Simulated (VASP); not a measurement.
# Bi4C (Im-3m) in VASP: notebook, part 2 of 3

VASP 6.6.1.

## 3. Relaxation of cell and atoms, PBE

This run uses another cell than the first one, of 26.29 Å³/atom.

INCAR reads:

```
  ALGO = Normal
  EDIFF = 1E-6
  EDIFFG = -0.04
  ENCUT = 600
  GGA = PE
  IBRION = 2
  ISIF = 3
  ISMEAR = 0
  LASPH = True
  LCHARG = False
  LREAL = False
  LWAVE = False
  NELM = 100
  NSW = 90
  PREC = Accurate
  SIGMA = 0.1
```

KPOINTS reads:

```
k-points
0
Gamma
  4 4 4
```

POSCAR reads:

```
Bi4C
1.0
   -3.2029169500      3.2029169500      3.2029169500
    3.2029169500     -3.2029169500      3.2029169500
    3.2029169500      3.2029169500     -3.2029169500
Bi C
4 1
Direct
    0.5000000000      0.5000000000      0.5000000000
    0.5000000000      0.0000000000      0.0000000000
    0.0000000000      0.0000000000      0.5000000000
    0.0000000000      0.5000000000      0.0000000000
    0.0000000000      0.0000000000      0.0000000000
```

Potentials or basis: VASP PAW PBE potentials, release 64 (Bi_d, C).

Launch:

```sh
cat potpaw_PBE.64/Bi_d/POTCAR potpaw_PBE.64/C/POTCAR > POTCAR
mpirun -np 1 vasp_std > vasp.out
```

OUTCAR:

```text
EDIFF = 1E-6
   EDIFFG = -0.04
   ENCUT = 600
   GGA = PE
   IBRION = 2
   ISIF = 3
   ISMEAR = 0
   LASPH = True
   LREAL = False
   NELM = 100
   NSW = 90
   PREC = Accurate

 ion  position               nearest neighbor table
   1  0.500  0.500  0.500-   5 2.77   5 2.77   4 3.20   2 3.20   2 3.20   4 3.20   3 3.20   3 3.20

   2  0.500  0.000  0.000-   5 2.77   5 2.77   4 3.20   1 3.20   1 3.20   3 3.20   3 3.20   4 3.20

   3  0.000  0.000  0.500-   5 2.77   5 2.77   4 3.20   1 3.20   2 3.20   4 3.20   2 3.20   1 3.20

   4  0.000  0.500  0.000-   5 2.77   5 2.77   3 3.20   1 3.20   2 3.20   3 3.20   1 3.20   2 3.20

   5  0.000  0.000  0.000-   1 2.77   2 2.77   3 2.77   4 2.77   3 2.77   4 2.77   2 2.77   1 2.77

  LATTYP: Found a body centered cubic cell.
 ALAT       =     6.4058339000

  Lattice vectors:

 A1 = (  -3.2029169500,   3.2029169500,   3.2029169500)
 A2 = (   3.2029169500,  -3.2029169500,   3.2029169500)
 A3 = (   3.2029169500,   3.2029169500,  -3.2029169500)

Analysis of symmetry for initial positions (statically):
=====================================================================
 Subroutine PRICEL returns:
 Original cell was already a primitive cell.

 Routine SETGRP: Setting up the symmetry group for a
 body centered cubic supercell.

 Subroutine GETGRP returns: Found 48 space group operations
 (whereof 48 operations were pure point group operations)
 out of a pool of 48 trial point group operations.

The static configuration has the point symmetry O_h .

Analysis of symmetry for dynamics (positions and initial velocities):
[... 137 lines left out ...]
 NGX is ok and might be reduce to    48
   NGX = 23   NGY = 23   NGZ = 23

--------------------------------------- Ionic step        1  -------------------------------------------

 number of electron      64.0000000 magnetization

 Free energy of the ion-electron system (eV)
  ---------------------------------------------------
  ext. energy  EPLUGINS =         0.00000000
  ---------------------------------------------------
  free energy    TOTEN  =       -19.98530034 eV

  energy without entropy =      -19.96815355  energy(sigma->0) =      -19.97672695

 E-fermi :   7.8991     XC(G=0): -10.3170

 val. band max:        7.8021923109   @ k =   0.5000   0.0000   0.0000
 cond. band min:       7.9272000397   @ k =   0.2500   0.0000   0.0000
 fundamental gap:      0.1250077288
 Fermi energy:         7.8991043403

 k-point     1 :       0.0000    0.0000    0.0000
  band No.  band energies     occupation
      1     -15.4337      2.00000
      2     -15.4337      2.00000
      3     -15.2991      2.00000
      4     -15.2726      2.00000
      5     -15.2726      2.00000
      6     -15.2704      2.00000
[... 394 lines left out ...]
--------------------------------------- Ionic step        3  -------------------------------------------

 number of electron      64.0000003 magnetization

 Free energy of the ion-electron system (eV)
  ---------------------------------------------------
  ext. energy  EPLUGINS =         0.00000000
  ---------------------------------------------------
  free energy    TOTEN  =       -20.12205189 eV

  energy without entropy =      -20.10013992  energy(sigma->0) =      -20.11109591

 E-fermi :   7.0492     XC(G=0):  -9.9797

 val. band max:        6.9600041278   @ k =   0.5000   0.0000   0.0000
 cond. band min:       7.0987296560   @ k =   0.2500   0.0000   0.0000
 fundamental gap:      0.1387255282
 Fermi energy:         7.0491789451

 k-point     1 :       0.0000    0.0000    0.0000
  band No.  band energies     occupation
      1     -16.1930      2.00000
      2     -16.1930      2.00000
      3     -16.0811      2.00000
      4     -16.0612      2.00000
      5     -16.0612      2.00000
      6     -16.0607      2.00000
[... 349 lines left out ...]
  FREE ENERGIE OF THE ION-ELECTRON SYSTEM (eV)
  ---------------------------------------------------
  free  energy   TOTEN  =       -20.1220518907 eV

  energy  without entropy=      -20.1001399210  energy(sigma->0) =      -20.11109591

 reached required accuracy - stopping structural energy minimisation
```

OSZICAR:

```text
N       E                     dE             d eps       ncg     rms          rms(c)
DAV:   1     0.795870984548E+03    0.79587E+03   -0.36045E+04   608   0.232E+03
DAV:   2     0.748134428713E+02   -0.72106E+03   -0.70657E+03   608   0.611E+02
DAV:   3    -0.158074973552E+02   -0.90621E+02   -0.86236E+02   702   0.220E+02
[... 38 lines left out ...]
DAV:   7    -0.201220779586E+02   -0.15947E-03   -0.12706E-03   718   0.246E-01    0.218E-02
DAV:   8    -0.201221005818E+02   -0.22623E-04   -0.17607E-04   730   0.107E-01    0.389E-02
DAV:   9    -0.201220527443E+02    0.47838E-04   -0.48006E-05   626   0.308E-02    0.684E-03
DAV:  10    -0.201220521184E+02    0.62589E-06   -0.14706E-05   548   0.132E-02    0.134E-03
DAV:  11    -0.201220518907E+02    0.22764E-06   -0.10422E-06   432   0.700E-03
   3 F= -.20122052E+02 E0= -.20111096E+02  d E =-.136752E+00
```

CONTCAR:

```text
Bi4C
   1.00000000000000
    -3.2798454278769400    3.2798454278769400    3.2798454278769400
     3.2798454278769400   -3.2798454278769400    3.2798454278769400
     3.2798454278769400    3.2798454278769400   -3.2798454278769400
  Bi              C
     4     1
Direct
     0.5000000000000000    0.5000000000000000    0.5000000000000000
     0.5000000000000000    0.0000000000000000    0.0000000000000000
     0.0000000000000000    0.0000000000000000    0.5000000000000000
     0.0000000000000000    0.5000000000000000    0.0000000000000000
     0.0000000000000000    0.0000000000000000    0.0000000000000000

  0.00000000E+00  0.00000000E+00  0.00000000E+00
  0.00000000E+00  0.00000000E+00  0.00000000E+00
  0.00000000E+00  0.00000000E+00  0.00000000E+00
  0.00000000E+00  0.00000000E+00  0.00000000E+00
  0.00000000E+00  0.00000000E+00  0.00000000E+00
```

Wall time 2.7 min (1 thread of Oxide Virtual Turin-like, shared host); peak memory 0.31 GiB.

What came out:

```
Free energy                           : -20.1221 eV
Relaxed volume                        : 28.23 Å³/atom
Relaxed cell                          : a = 5.681 Å, b = 5.681 Å, c = 5.681 Å, α = 109.47°, β = 109.47°, γ = 109.47°
Space group after relaxing (to 0.1 Å) : Im-3m (No. 229)
Energy gained by relaxing             : 27.4 meV/atom
Ionic steps                           : 3
Pressure after relaxing               : 0.0 GPa
Band gap on the k mesh                : zero (bands 32 and 33 overlap by 1.85 eV)
```

Step by step:
```csv
step,energy change (eV),largest force (eV/Å),pressure (GPa),volume (Å³)
1,0.0000,0.0000,4.82,131.43
2,-0.0952,0.0000,-2.15,147.04
3,-0.1368,0.0000,-0.01,141.13
```

Final structure:
```cif
data_structure
_symmetry_space_group_name_H-M 'P 1'
_symmetry_Int_Tables_number 1
_cell_length_a 5.6809
_cell_length_b 5.6809
_cell_length_c 5.6809
_cell_angle_alpha 109.471
_cell_angle_beta 109.471
_cell_angle_gamma 109.471
_cell_volume 141.13
loop_
_atom_site_label
_atom_site_type_symbol
_atom_site_fract_x
_atom_site_fract_y
_atom_site_fract_z
_atom_site_occupancy
Bi1 Bi 0.50000 0.50000 0.50000 1
Bi2 Bi 0.50000 0.00000 0.00000 1
Bi3 Bi 0.00000 0.00000 0.50000 1
Bi4 Bi 0.00000 0.50000 0.00000 1
C1 C 0.00000 0.00000 0.00000 1
```

Caveat: spin-orbit coupling is left out, which moves the levels of the heavy elements.

(Continued in part 3 of 3.)

The gap in the log of VASP goes by the Fermi energy; the results here count the filled bands.